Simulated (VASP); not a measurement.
# V (Im-3m) in VASP: settings compared

V is run at these levels: LDA, PBE; tasks: single point.

All numbers are computed with VASP 6.6.1; they aren't measurements. Logs are shortened: lines on timing, memory, paths and dates and some standing lists are left out, and cuts for length are marked.

## Step 1: The cell of the first run

It takes space group Im-3m (No. 229, cubic). The conventional cell has a = 3.049 Å, b = 3.049 Å, c = 3.049 Å, α = 90.00°, β = 90.00°, γ = 90.00°. Within 3.5 Å of V (site symmetry m-3m) lie 14 V at 2.64 to 3.05 Å.

## Step 2: Single point, LDA, collinear spin, ferromagnetic start (volume scaled by 1.02)

INCAR reads:

```
PREC = Accurate
ENCUT = 520
EDIFF = 1E-6
ISMEAR = -1
SIGMA = 0.05
LREAL = False
LASPH = True
NELM = 150
ALGO = Normal
ISIF = 2
LWAVE = False
LCHARG = False
ISPIN = 2
MAGMOM = 2
LORBIT = 11
LMAXMIX = 4
GGA = CA
NBANDS = 16
```

KPOINTS reads:

```
regular mesh
0
Gamma
  12 12 12
```

POSCAR reads:

```
V
1.0
   -1.5243791002      1.5243791002      1.5243791002
    1.5243791002     -1.5243791002      1.5243791002
    1.5243791002      1.5243791002     -1.5243791002
V
1
Direct
    0.0000000000      0.0000000000      0.0000000000
```

Potentials or basis: VASP PAW LDA potentials, release 64 (V_sv).

Command:

```sh
$ cat potpaw_LDA.64/V_sv/POTCAR > POTCAR
$ mpirun -np 1 vasp_std > vasp.out
```

OUTCAR:

```text
PREC = Accurate
   ENCUT = 520
   EDIFF = 1E-6
   ISMEAR = -1
   LREAL = False
   LASPH = True
   NELM = 150
   ISIF = 2
   ISPIN = 2
   LORBIT = 11
   GGA = CA

 ion  position               nearest neighbor table
   1  0.000  0.000  0.000-

  LATTYP: Found a body centered cubic cell.
 ALAT       =     3.0487582004

  Lattice vectors:

 A1 = (  -1.5243791002,   1.5243791002,   1.5243791002)
 A2 = (   1.5243791002,  -1.5243791002,   1.5243791002)
 A3 = (   1.5243791002,   1.5243791002,  -1.5243791002)

Analysis of symmetry for initial positions (statically):
=====================================================================
 Subroutine PRICEL returns:
 Original cell was already a primitive cell.

 Routine SETGRP: Setting up the symmetry group for a
 body centered cubic supercell.

 Subroutine GETGRP returns: Found 48 space group operations
 (whereof 48 operations were pure point group operations)
 out of a pool of 48 trial point group operations.

The static configuration has the point symmetry O_h .

Analysis of symmetry for dynamics (positions and initial velocities):
=====================================================================
 Subroutine PRICEL returns:
 Original cell was already a primitive cell.

 Routine SETGRP: Setting up the symmetry group for a
 body centered cubic supercell.

 Subroutine GETGRP returns: Found 48 space group operations
 (whereof 48 operations were pure point group operations)
 out of a pool of 48 trial point group operations.

The dynamic configuration has the point symmetry O_h .

Analysis of structural, dynamic, and magnetic symmetry:
=====================================================================
 Subroutine PRICEL returns:
 Original cell was already a primitive cell.

 Routine SETGRP: Setting up the symmetry group for a
 body centered cubic supercell.

 Subroutine GETGRP returns: Found 48 space group operations
 (whereof 48 operations were pure point group operations)
 out of a pool of 48 trial point group operations.

The overall configuration has the point symmetry O_h .

 Subroutine INISYM returns: Found 48 space group operations
 (whereof 48 operations are pure point group operations),
 and found     1 'primitive' translations

----------------------------------------------------------------------------------------

                                     Primitive cell

  volume of cell :      14.1690

  direct lattice vectors                    reciprocal lattice vectors
    -1.524379100  1.524379100  1.524379100     0.000000000  0.328002398  0.328002398
     1.524379100 -1.524379100  1.524379100     0.328002398  0.000000000  0.328002398
     1.524379100  1.524379100 -1.524379100     0.328002398  0.328002398  0.000000000

  length of vectors
     2.640302052  2.640302052  2.640302052     0.463865439  0.463865439  0.463865439

  position of ions in fractional coordinates (direct lattice)
     0.000000000  0.000000000  0.000000000

  ion indices of the primitive-cell ions
   primitive index   ion index
                 1           1

----------------------------------------------------------------------------------------

 KPOINTS: regular mesh

Automatic generation of k-mesh.
 Grid dimensions read from file:
 generate k-points for:   12   12   12

 Generating k-lattice:

  Cartesian coordinates                     Fractional coordinates (reciprocal lattice)
     0.000000000  0.027333533  0.027333533     0.083333333  0.000000000  0.000000000
     0.027333533  0.000000000  0.027333533     0.000000000  0.083333333  0.000000000
     0.027333533  0.027333533  0.000000000     0.000000000  0.000000000  0.083333333

  Length of vectors
     0.038655453  0.038655453  0.038655453

  Shift w.r.t. Gamma in fractional coordinates (k-lattice)
     0.000000000  0.000000000  0.000000000

 Subroutine IBZKPT returns following result:
 ===========================================

 Found     72 irreducible k-points:

 Following reciprocal coordinates:
            Coordinates               Weight
  0.000000  0.000000  0.000000      1.000000
  0.083333  0.000000  0.000000     12.000000
  0.166667  0.000000  0.000000     12.000000
  0.250000  0.000000  0.000000     12.000000
  0.333333  0.000000  0.000000     12.000000
  0.416667  0.000000  0.000000     12.000000
[... 16 lines left out ...]
  0.333333  0.083333  0.083333     24.000000
  0.416667  0.083333  0.083333     12.000000
 [... further k-points ...]
   k-points           NKPTS =     72   k-points in BZ     NKDIM =     72   number of bands    NBANDS=     16
   number of dos      NEDOS =    301   number of ions     NIONS =      1
   total plane-waves  NPLWV =   8000
   dimension x,y,z NGX =    20 NGY =   20 NGZ =   20
   dimension x,y,z NGXF=    40 NGYF=   40 NGZF=   40
   ions per type =               1
   NGX,Y,Z   is equivalent  to a cutoff of  12.59, 12.59, 12.59 a.u.
   NGXF,Y,Z  is equivalent  to a cutoff of  25.19, 25.19, 25.19 a.u.
 SYSTEM =  unknown system
   PREC   = accura    normal or accurate (medium, high low for compatibility)
   ISTART =      0    job   : 0-new  1-cont  2-samecut
   ICHARG =      2    charge: 1-file 2-atom 10-const
   ISPIN  =      2    spin polarized calculation?
   LNONCOLLINEAR =      F non collinear calculations
   LSORBIT =      F    spin-orbit coupling
   LASPH  =      T    aspherical Exc in radial PAW
   ENCUT  =  520.0 eV  38.22 Ry    6.18 a.u.   4.91  4.91  4.91*2*pi/ulx,y,z
   NELM   =    150;   NELMIN=  2; NELMDL= -5     # of ELM steps
   EDIFF  = 0.1E-05   stopping-criterion for ELM
   LREAL  =      F    real-space projection
[... 7 lines left out ...]
   TEBEG  =    0.0;   TEEND  =   0.0 temperature during run
   PSTRESS=    0.0 pullay stress
   NELECT =      13.0000    total number of electrons
   NUPDOWN=      -1.0000    fix difference up-down
   EMIN   =  10.00;   EMAX   =-10.00  energy-range for DOS
   EFERMI =   0.00;   METHOD = LEGACY
   ISMEAR =    -1;   SIGMA  =   0.05  broadening in eV -4-tet -1-fermi 0-gaus
   EFERMI_NEDOS =   21; number of points for ismear=-14 and -15
   IALGO  =     38    algorithm
   IMIX   =      4    mixing-type and parameters
     AMIX     =   0.40;   BMIX     =  1.00
     AMIX_MAG =   1.60;   BMIX_MAG =  1.00
  volume/ion in A,a.u.               =      14.17        95.62
  Fermi-wavevector in a.u.,A,eV,Ry     =   1.590778  3.006135 34.430567  2.530575
  Thomas-Fermi vector in A             =   2.689421
   LORBIT       =     11    0 simple, 1 ext, 2 COOP (PROOUT), +10 PAW based schemes
   GGA     = CA    functional components
   LHFCALC =     F    Hartree Fock is set to
   AEXX    =    0.0000 exact exchange contribution
   IVDW    =     0    specifies the selected vdW correction
   LEPSILON=     F    determine dielectric tensor
   LRPA    =     F    only Hartree local field effects (RPA)
 spin polarized calculation
  energy-cutoff  :      520.00
  volume of cell :       14.17
 maximum number of plane-waves:       394
   NGX =  9   NGY =  9   NGZ =  9

 number of electron      13.0000003 magnetization       0.0010981

 Free energy of the ion-electron system (eV)
  ---------------------------------------------------
  ext. energy  EPLUGINS =         0.00000000
  ---------------------------------------------------
  free energy    TOTEN  =        -9.84117232 eV

  energy without entropy =       -9.82235405  energy(sigma->0) =       -9.83176318

 E-fermi :   8.8572     XC(G=0): -12.9495

 val. band max:        8.8571603090   @ k =  -0.1667   0.2500   0.0833
 cond. band min:       8.8949211313   @ k =  -0.3333   0.3333   0.1667
 fundamental gap:      0.0377608223
 Fermi energy:         8.8572434683

 spin component 1

 k-point     1 :       0.0000    0.0000    0.0000
  band No.  band energies     occupation
      1     -54.1494      1.00000
      2     -27.9317      1.00000
      3     -27.9317      1.00000
      4     -27.9317      1.00000
      5       2.4600      1.00000
      6       9.2423      0.00045
[... 8 lines left out ...]
     15      35.6863      0.00000
     16      39.4012      0.00000

 k-point     2 :       0.0833    0.0000    0.0000
  band No.  band energies     occupation
      1     -54.1381      1.00000
      2     -27.9867      1.00000
      3     -27.9487      1.00000
      4     -27.9320      1.00000
      5       2.7271      1.00000
      6       9.1331      0.00400
[... 8 lines left out ...]
     15      35.9965      0.00000
     16      36.9812      0.00000

 k-point     3 :       0.1667    0.0000    0.0000
  band No.  band energies     occupation
      1     -54.1072      1.00000
      2     -28.1355      1.00000
      3     -27.9949      1.00000
      4     -27.9329      1.00000
      5       3.4794      1.00000
      6       8.8462      0.55484
[... 8 lines left out ...]
     15      34.3692      0.00000
     16      34.9990      0.00000

 k-point     4 :       0.2500    0.0000    0.0000
  band No.  band energies     occupation
      1     -54.0647      1.00000
      2     -28.3350      1.00000
      3     -28.0576      1.00000
      4     -27.9342      1.00000
      5       4.5347      1.00000
      6       8.4778      0.99949
[... 8 lines left out ...]
     15      34.2566      0.00000
     16      35.3878      0.00000
[... 324 lines left out ...]
 k-point    22 :       0.2500    0.0833    0.0833
  band No.  band energies     occupation
      1     -54.0137      1.00000
      2     -28.5356      1.00000
      3     -28.1249      1.00000
      4     -27.9821      1.00000
      5       5.9310      1.00000
      6       8.0021      1.00000
[... 8 lines left out ...]
     15      37.0886      0.00000
     16      38.2582      0.00000

 k-point    23 :       0.3333    0.0833    0.0833
  band No.  band energies     occupation
      1     -53.9857      1.00000
      2     -28.6333      1.00000
      3     -28.1916      1.00000
      4     -27.9861      1.00000
      5       6.2662      1.00000
      6       7.7958      1.00000
[... 8 lines left out ...]
     15      36.9747      0.00000
     16      38.2194      0.00000

 k-point    24 :       0.4167    0.0833    0.0833
  band No.  band energies     occupation
      1     -53.9755      1.00000
      2     -28.6679      1.00000
      3     -28.2168      1.00000
      4     -27.9876      1.00000
      5       6.2844      1.00000
      6       7.7246      1.00000
[... 8 lines left out ...]
     15      37.1455      0.00000
     16      37.7061      0.00000

 [... further k-points ...]

 spin component 2

 k-point     1 :       0.0000    0.0000    0.0000
  band No.  band energies     occupation
      1     -54.1486      1.00000
      2     -27.9309      1.00000
      3     -27.9309      1.00000
      4     -27.9309      1.00000
      5       2.4605      1.00000
      6       9.2430      0.00045
[... 8 lines left out ...]
     15      35.6868      0.00000
     16      39.4019      0.00000

 k-point     2 :       0.0833    0.0000    0.0000
  band No.  band energies     occupation
      1     -54.1374      1.00000
      2     -27.9860      1.00000
      3     -27.9479      1.00000
      4     -27.9312      1.00000
      5       2.7277      1.00000
      6       9.1339      0.00393
[... 8 lines left out ...]
     15      35.9970      0.00000
     16      36.9818      0.00000

 k-point     3 :       0.1667    0.0000    0.0000
  band No.  band energies     occupation
      1     -54.1064      1.00000
      2     -28.1348      1.00000
      3     -27.9942      1.00000
      4     -27.9321      1.00000
      5       3.4800      1.00000
      6       8.8470      0.55094
[... 8 lines left out ...]
     15      34.3698      0.00000
     16      34.9996      0.00000

 k-point     4 :       0.2500    0.0000    0.0000
  band No.  band energies     occupation
      1     -54.0639      1.00000
      2     -28.3343      1.00000
      3     -28.0568      1.00000
      4     -27.9334      1.00000
      5       4.5353      1.00000
      6       8.4786      0.99949
[... 8 lines left out ...]
     15      34.2572      0.00000
     16      35.3883      0.00000
[... 324 lines left out ...]
 k-point    22 :       0.2500    0.0833    0.0833
  band No.  band energies     occupation
      1     -54.0129      1.00000
      2     -28.5349      1.00000
      3     -28.1241      1.00000
      4     -27.9813      1.00000
      5       5.9316      1.00000
      6       8.0028      1.00000
[... 8 lines left out ...]
     15      37.0893      0.00000
     16      38.2588      0.00000

 k-point    23 :       0.3333    0.0833    0.0833
  band No.  band energies     occupation
      1     -53.9849      1.00000
      2     -28.6326      1.00000
      3     -28.1908      1.00000
      4     -27.9853      1.00000
      5       6.2668      1.00000
      6       7.7965      1.00000
[... 8 lines left out ...]
     15      36.9753      0.00000
     16      38.2200      0.00000

 k-point    24 :       0.4167    0.0833    0.0833
  band No.  band energies     occupation
      1     -53.9747      1.00000
      2     -28.6672      1.00000
      3     -28.2161      1.00000
      4     -27.9868      1.00000
      5       6.2850      1.00000
      6       7.7253      1.00000
[... 8 lines left out ...]
     15      37.1461      0.00000
     16      37.7067      0.00000

 [... further k-points ...]
[... 5 lines left out ...]
  --------------------------------------------------------------------------------------
  -------------------------------------------------------------------------------------
  Total       -1.7710812     -1.7710812     -1.7710812      0.0000000     -0.0000000      0.0000000
  in kB     -200.2673287   -200.2673287   -200.2673287      0.0000000     -0.0000000      0.0000000
  external PRESSURE =    -200.2673287 kB  Pullay stress =       0.0000000 kB

 VOLUME and BASIS-vectors are now :
 -----------------------------------------------------------------------------
  energy-cutoff  :      520.00
  volume of cell :       14.17
      direct lattice vectors                 reciprocal lattice vectors
    -1.524379100  1.524379100  1.524379100     0.000000000  0.328002398  0.328002398
     1.524379100 -1.524379100  1.524379100     0.328002398  0.000000000  0.328002398
     1.524379100  1.524379100 -1.524379100     0.328002398  0.328002398  0.000000000

 POSITION                                       TOTAL-FORCE (eV/Angst)
 -----------------------------------------------------------------------------------
      0.00000      0.00000      0.00000        -0.000000      0.000000      0.000000
 -----------------------------------------------------------------------------------
    total drift:                                0.000000     -0.000000      0.000000

  FREE ENERGIE OF THE ION-ELECTRON SYSTEM (eV)
  ---------------------------------------------------
  free  energy   TOTEN  =        -9.8411723164 eV

  energy  without entropy=       -9.8223540469  energy(sigma->0) =       -9.83176318

 total charge

# of ion       s       p       d       tot
------------------------------------------
    1        2.330   6.200   3.064  11.594

 magnetization (x)

# of ion       s       p       d       tot
------------------------------------------
    1        0.000   0.000   0.001   0.001
```

Wall time 66 s (1 thread of AMD EPYC 7R13, shared host); peak memory 0.11 GiB.

What came out:

```yaml
Free_energy: -9.8412 eV
Pressure: -20.0 GPa
Net_moment: 0.00 μB per cell
Valence_electrons_inside_the_program's_atomic_spheres: V 11.59
```

## Step 3: Single point, LDA, collinear spin, ferromagnetic start (volume scaled by 1.04)

INCAR is that of step 2.

KPOINTS reads:

```
Automatic mesh
0
Gamma
  12 12 12
```

POSCAR reads:

```
V
1.0
   -1.5342779432      1.5342779432      1.5342779432
    1.5342779432     -1.5342779432      1.5342779432
    1.5342779432      1.5342779432     -1.5342779432
V
1
Direct
    0.0000000000      0.0000000000      0.0000000000
```

Potentials or basis: VASP PAW LDA potentials, release 64 (V_sv).

Command:

```sh
$ cat potpaw_LDA.64/V_sv/POTCAR > POTCAR
$ mpirun -np 1 vasp_std > vasp.out
```

OUTCAR:

```text
PREC = Accurate
   ENCUT = 520
   EDIFF = 1E-6
   ISMEAR = -1
   LREAL = False
   LASPH = True
   NELM = 150
   ISIF = 2
   ISPIN = 2
   LORBIT = 11
   GGA = CA

 ion  position               nearest neighbor table
   1  0.000  0.000  0.000-

  LATTYP: Found a body centered cubic cell.
 ALAT       =     3.0685558864

  Lattice vectors:

 A1 = (  -1.5342779432,   1.5342779432,   1.5342779432)
 A2 = (   1.5342779432,  -1.5342779432,   1.5342779432)
 A3 = (   1.5342779432,   1.5342779432,  -1.5342779432)

Analysis of symmetry for initial positions (statically):
=====================================================================
 Subroutine PRICEL returns:
 Original cell was already a primitive cell.

 Routine SETGRP: Setting up the symmetry group for a
 body centered cubic supercell.

 Subroutine GETGRP returns: Found 48 space group operations
 (whereof 48 operations were pure point group operations)
 out of a pool of 48 trial point group operations.

The static configuration has the point symmetry O_h .

Analysis of symmetry for dynamics (positions and initial velocities):
[... 181 lines left out ...]
      1     -54.4044      1.00000
      2     -28.2134      1.00000
      3     -28.2134      1.00000
      4     -28.2134      1.00000
      5       2.2754      1.00000
      6       9.0061      0.00051
[... 435 lines left out ...]
      5       6.1055      1.00000
      6       7.5275      1.00000
[... 8 lines left out ...]
     15      36.5144      0.00000
     16      37.1948      0.00000

 [... further k-points ...]

 spin component 2

 k-point     1 :       0.0000    0.0000    0.0000
  band No.  band energies     occupation
      1     -54.4034      1.00000
      2     -28.2125      1.00000
      3     -28.2125      1.00000
      4     -28.2125      1.00000
      5       2.2761      1.00000
      6       9.0070      0.00051
[... 435 lines left out ...]
      5       6.1063      1.00000
      6       7.5284      1.00000
[... 8 lines left out ...]
     15      36.5151      0.00000
     16      37.1955      0.00000

 [... further k-points ...]
[... 5 lines left out ...]
  --------------------------------------------------------------------------------------
  -------------------------------------------------------------------------------------
  Total       -2.0170878     -2.0170878     -2.0170878     -0.0000000      0.0000000     -0.0000000
  in kB     -223.6986041   -223.6986041   -223.6986041     -0.0000000      0.0000000     -0.0000000
  external PRESSURE =    -223.6986041 kB  Pullay stress =       0.0000000 kB

 VOLUME and BASIS-vectors are now :
 -----------------------------------------------------------------------------
  energy-cutoff  :      520.00
  volume of cell :       14.45
      direct lattice vectors                 reciprocal lattice vectors
    -1.534277943  1.534277943  1.534277943     0.000000000  0.325886194  0.325886194
     1.534277943 -1.534277943  1.534277943     0.325886194  0.000000000  0.325886194
     1.534277943  1.534277943 -1.534277943     0.325886194  0.325886194  0.000000000

 POSITION                                       TOTAL-FORCE (eV/Angst)
 -----------------------------------------------------------------------------------
      0.00000      0.00000      0.00000         0.000000      0.000000      0.000000
 -----------------------------------------------------------------------------------
    total drift:                               -0.000000     -0.000000      0.000000

  FREE ENERGIE OF THE ION-ELECTRON SYSTEM (eV)
  ---------------------------------------------------
  free  energy   TOTEN  =        -9.8045085058 eV

  energy  without entropy=       -9.7855636157  energy(sigma->0) =       -9.79503606

 total charge

# of ion       s       p       d       tot
------------------------------------------
    1        2.325   6.194   3.045  11.564

 magnetization (x)

# of ion       s       p       d       tot
------------------------------------------
    1        0.000   0.000   0.001   0.001
```

Wall time 62 s (1 thread of AMD EPYC 7R13, shared host); peak memory 0.11 GiB.

What came out:

```yaml
Free_energy: -9.8045 eV
Pressure: -22.4 GPa
Net_moment: 0.00 μB per cell
Valence_electrons_inside_the_program's_atomic_spheres: V 11.56
```

(Continued in part 2 of 2.)
